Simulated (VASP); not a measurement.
# Cr: electric field gradients with PBE

Cr:

```
Cr
1.0
    -1.47079    1.44195    1.44195
     1.44195   -1.47079    1.44195
     1.44195    1.44195   -1.47079
Cr
1
Direct
  0.00000 0.00000 0.00000
```

This cell differs from its parent crystal: equal xy, yz and zx shear strains of -2 %.

```yaml
Program: VASP 6.6.1
Task: electric field gradients
Functional: PBE
Potentials_or_basis: VASP PAW PBE potentials, release 64 (Cr_pv)
Cutoff: 520 eV
k_mesh: 18 × 18 × 18
Occupations: fermi-dirac, width 0.08 eV
Spin: collinear spin, ferromagnetic start
Starting_moments: "[3.0] μB"
Dipole_correction: no
Further_INCAR_settings: ALGO = Normal; EDIFF = 1e-08; NBANDS = 16
```

* Pressure: -9.1 GPa
* Band gap on the k mesh: zero (filled and empty bands overlap)
* Net moment: 0.00 μB per cell
* Largest electric field gradient by atom: Cr +1.6 V/Å²
* Valence electrons inside the program's atomic spheres: Cr 10.98

Stress tensor (GPa, compression positive):
```
-9.07  1.80  1.80
 1.80 -9.07  1.80
 1.80  1.80 -9.07
```

Levels at points of the mesh, in eV from the Fermi level:
Spin up:
| k point | band 4 | band 5 | band 6 | band 7 | band 8 | band 9 |
| --- | --- | --- | --- | --- | --- | --- |
| (0.00, 0.00, 0.00) | -7.73 | -1.10 | -0.77 | -0.77 | 1.10 | 1.10 |
| (0.50, 0.00, 0.00) | -4.25 | -2.30 | 1.02 | 1.21 | 1.32 | 2.73 |
| (0.50, 0.50, 0.00) | -4.26 | -2.39 | 0.84 | 1.14 | 1.48 | 2.62 |
| (0.50, 0.50, 0.50) | -4.09 | -4.09 | 2.21 | 2.21 | 2.50 | 7.08 |
Spin down:
| k point | band 3 | band 4 | band 5 | band 6 | band 7 | band 8 | band 9 | band 10 |
| --- | --- | --- | --- | --- | --- | --- | --- | --- |
| (0.00, 0.00, 0.00) | -42.74 | -7.73 | -1.10 | -0.77 | -0.77 | 1.10 | 1.10 | 7.08 |
| (0.50, 0.00, 0.00) | -42.80 | -4.25 | -2.30 | 1.02 | 1.21 | 1.32 | 2.73 | 7.07 |
| (0.50, 0.50, 0.00) | -42.77 | -4.26 | -2.39 | 0.84 | 1.14 | 1.48 | 2.62 | 7.07 |
| (0.50, 0.50, 0.50) | -43.32 | -4.09 | -4.09 | 2.21 | 2.21 | 2.50 | 7.08 | 10.23 |

Electric field gradients, principal values (V/Å²):
```csv
atom,least,middle,greatest (by size)
1 Cr,-0.812,-0.812,1.625
```

It took 5.5 min on 1 thread of Oxide Virtual Turin-like Processor, on a shared host, peak memory 0.23 GiB.

Caveat: the cell differs from its parent crystal (equal xy, yz and zx shear strains of -2 %); the cell stands under tension; the moments typed at the start vanished in this run; without QUAD_EFG the Cq values of the log hold for a quadrupole moment of 1 mb, not for the nuclei.
